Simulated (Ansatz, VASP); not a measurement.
## ScInC4N4 in VASP and in Ansatz

```xyz
10
Lattice="6.3680 0.0000 0.0000 0.0000 6.3680 0.0000 0.0000 0.0000 6.3680" Properties=species:S:1:pos:R:3 pbc="T T T"
Sc    0.0000    0.0000    0.0000
In    3.1840    3.1840    3.1840
C     1.3026    1.3026    1.3026
C     1.3026    5.0653    5.0653
C     5.0653    1.3026    5.0653
C     5.0653    5.0653    1.3026
N     1.9850    1.9850    1.9850
N     1.9850    4.3830    4.3830
N     4.3830    1.9850    4.3830
N     4.3830    4.3830    1.9850
```

Alike in both runs: functional PBE; k mesh 4 × 4 × 4; occupations gaussian, width 0.1 eV; collinear spin.

Ansatz relaxed the structure, and its values are those at the end. VASP's run is a single point on that final structure, the one shown.

|  | VASP | Ansatz |
| --- | --- | --- |
| version | VASP 6.6.1 | Ansatz 0.2.0 |
| potentials or method | VASP PAW PBE potentials, release 64 (Sc_sv, In_d, C, N), cutoff 520 eV | scalar-relativistic, plane waves, PAW |
| valence electrons in the cell | 60 | 60 |

VASP gave:

```
gap on the k mesh at the Fermi level (eV)                     : none
pressure (GPa)                                                : 0.7
rms of the force components (eV/Å)                            : 0.186
net moment per atom (μB)                                      : 0.20
size of the moment on the site where the two differ most (μB) : 0.75
```

**Question.** Which values does Ansatz return?

**Answer.** gap on the k mesh at the Fermi level (eV): none; pressure (GPa): 0.4; rms of the force components (eV/Å): 0.024; net moment per atom (μB): 0.20; size of the moment on the site where the two differ most (μB): 0.53.

Site moments also hang on the region over which each program counts them. A gap of «none» marks a metal or a gap that the smearing closes. One of these differences is far larger than is usual between the two programs; its cause wasn't traced.

Noted on VASP's run: the standard files for N, O and F lose accuracy on very short bonds.
